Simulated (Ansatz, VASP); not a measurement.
## Two plane-wave programs on KBr

```
CELL_PARAMETERS angstrom
0.00000 3.29250 3.29250
3.29250 0.00000 3.29250
3.29250 3.29250 0.00000
ATOMIC_POSITIONS crystal
K 0.00000 0.00000 0.00000
Br 0.50000 0.50000 0.50000
```

Alike in both runs: task electric field gradients; functional PBEsol; k mesh 7 × 7 × 7; occupations fermi-dirac, width 0.01 eV; no spin polarisation.

|  | VASP | Ansatz |
| --- | --- | --- |
| version | VASP 6.6.1 | Ansatz 0.2.0 |
| potentials or method | VASP PAW PBE potentials, release 64 (K_sv, Br) | PAW with Ansatz's default frozen-core files, scalar-relativistic |
| plane-wave cutoff (eV) | 520 | 420 |
| valence electrons in the cell | 16 | 16 |

|  | VASP | Ansatz | Ansatz less VASP |
| --- | --- | --- | --- |
| gap on the k mesh at the Fermi level (eV) | 4.30 | 4.30 | +0.003 |
| pressure (GPa) | -0.2 | -0.2 | -0.05 |

VASP's potentials were made for PBE, not for PBEsol. With one functional, cell and mesh, what is left measures potentials, basis and numerics.
